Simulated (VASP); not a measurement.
Write the native input for VASP 6.6.1 that does the following.

```yaml
Task: single point
Functional: PBE
Potentials_or_basis: VASP PAW PBE potentials, release 64 (Ga_d, O)
Cutoff: 520 eV
k_mesh: 12 × 12 × 4
Occupations: gaussian, width 0.01 eV
Spin: no spin polarisation
Dipole_correction: no
Further_INCAR_settings: ALGO = Normal; EDIFF = 1e-06; NBANDS = 30
```

The structure of Ga2O3 lies in POSCAR:

```
Ga2O3
1.0
    2.9909461199      0.0000000000      0.0000000000
   -1.4954730600      2.5902353212      0.0000000000
    0.0000000000      0.0000000000      6.8457861770
Ga O
2 3
Direct
    0.3333333333      0.6666666667      0.2039202283
    0.6666666667      0.3333333333      0.7960797717
    0.0000000000      0.0000000000      0.0000000000
    0.3333333333      0.6666666667      0.6915979050
    0.6666666667      0.3333333333      0.3084020950
```

These files were run (other wordings do the same):

INCAR

```
  ALGO = Normal
  EDIFF = 1E-6
  ENCUT = 520
  GGA = PE
  ISIF = 2
  ISMEAR = 0
  LASPH = T
  LCHARG = F
  LREAL = F
  LWAVE = F
  NBANDS = 30
  NELM = 80
  PREC = Accurate
  SIGMA = 0.01
```

KPOINTS

```
k-points
0
Gamma
  12 12 4
```

Potentials or basis: VASP PAW PBE potentials, release 64 (Ga_d, O).

Command:

```sh
$ cat potpaw_PBE.64/Ga_d/POTCAR potpaw_PBE.64/O/POTCAR > POTCAR
$ mpirun -np 1 vasp_std > vasp.out
```

Results of the run:

| Property | Result |
| --- | --- |
| Pressure | 9.0 GPa |
| Largest force | 0.481 eV/Å |
| Band gap on the k mesh | 2.49 eV, direct |

Wall time 110 s on 1 thread of AMD EPYC 7R13 Processor (Zen 3), on a shared host, peak memory 0.21 GiB.
